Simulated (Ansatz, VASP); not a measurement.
LiNbO3: VASP beside Ansatz

```
CELL_PARAMETERS angstrom
5.18990 2.99639 9.34445
-5.18990 2.99639 9.34445
0.00000 -5.99278 9.34445
ATOMIC_POSITIONS crystal
Li 0.35923 0.35923 0.35923
Li 0.10923 0.10923 0.10923
Li 0.35923 0.35923 0.85923
Li 0.10923 0.10923 0.60923
Li 0.35923 0.85923 0.35923
Li 0.10923 0.60923 0.10923
Li 0.35923 0.85923 0.85923
Li 0.10923 0.60923 0.60923
Li 0.85923 0.35923 0.35923
Li 0.60923 0.10923 0.10923
Li 0.85923 0.35923 0.85923
Li 0.60923 0.10923 0.60923
Li 0.85923 0.85923 0.35923
Li 0.60923 0.60923 0.10923
Li 0.85923 0.85923 0.85923
Li 0.60923 0.60923 0.60923
Nb 0.49926 0.49926 0.49926
Nb 0.24926 0.24926 0.24926
Nb 0.49926 0.49926 0.99926
Nb 0.24926 0.24926 0.74926
Nb 0.49926 0.99926 0.49926
Nb 0.24926 0.74926 0.24926
Nb 0.49926 0.99926 0.99926
Nb 0.24926 0.74926 0.74926
Nb 0.99926 0.49926 0.49926
Nb 0.74926 0.24926 0.24926
Nb 0.99926 0.49926 0.99926
Nb 0.74926 0.24926 0.74926
Nb 0.99926 0.99926 0.49926
Nb 0.74926 0.74926 0.24926
Nb 0.99926 0.99926 0.99926
Nb 0.74926 0.74926 0.74926
O 0.13995 0.32076 0.44489
O 0.32076 0.44489 0.13995
O 0.44489 0.13995 0.32076
O 0.19489 0.07076 0.38995
O 0.38995 0.19489 0.07076
O 0.07076 0.38995 0.19489
O 0.13995 0.32076 0.94489
O 0.32076 0.44489 0.63995
O 0.44489 0.13995 0.82076
O 0.19489 0.07076 0.88995
O 0.38995 0.19489 0.57076
O 0.07076 0.38995 0.69489
O 0.13995 0.82076 0.44489
O 0.32076 0.94489 0.13995
O 0.44489 0.63995 0.32076
O 0.19489 0.57076 0.38995
O 0.38995 0.69489 0.07076
O 0.07076 0.88995 0.19489
O 0.13995 0.82076 0.94489
O 0.32076 0.94489 0.63995
O 0.44489 0.63995 0.82076
O 0.19489 0.57076 0.88995
O 0.38995 0.69489 0.57076
O 0.07076 0.88995 0.69489
O 0.63995 0.32076 0.44489
O 0.82076 0.44489 0.13995
O 0.94489 0.13995 0.32076
O 0.69489 0.07076 0.38995
O 0.88995 0.19489 0.07076
O 0.57076 0.38995 0.19489
O 0.63995 0.32076 0.94489
O 0.82076 0.44489 0.63995
O 0.94489 0.13995 0.82076
O 0.69489 0.07076 0.88995
O 0.88995 0.19489 0.57076
O 0.57076 0.38995 0.69489
O 0.63995 0.82076 0.44489
O 0.82076 0.94489 0.13995
O 0.94489 0.63995 0.32076
O 0.69489 0.57076 0.38995
O 0.88995 0.69489 0.07076
O 0.57076 0.88995 0.19489
O 0.63995 0.82076 0.94489
O 0.82076 0.94489 0.63995
O 0.94489 0.63995 0.82076
O 0.69489 0.57076 0.88995
O 0.88995 0.69489 0.57076
O 0.57076 0.88995 0.69489
```

Alike in both runs: functional PBE; k mesh 1 × 1 × 1; no spin polarisation.

Ansatz relaxed the structure, and its values are those at the end. VASP's run is a single point on that final structure, the one shown.

```csv
,VASP,Ansatz
version,VASP 6.6.1,Ansatz 0.2.0
potentials or method,"VASP PAW PBE potentials, release 64 (Li_sv, Nb_sv, O), cutoff 520 eV",plane-wave PAW DFT
occupations,"gaussian, width 0.01 eV",fixed
valence electrons in the cell,544,544
```

```csv
,VASP,Ansatz,Ansatz less VASP
gap on the k mesh at the Fermi level (eV),3.67,3.68,+0.013
rms of the force components (eV/Å),0.009,0.007,-0.0021
```

The k mesh is coarse, so the values compare programs but aren't converged. Noted on VASP's run: the cutoff is under 1.25 times that of the potentials, so the pressure is a little rough.
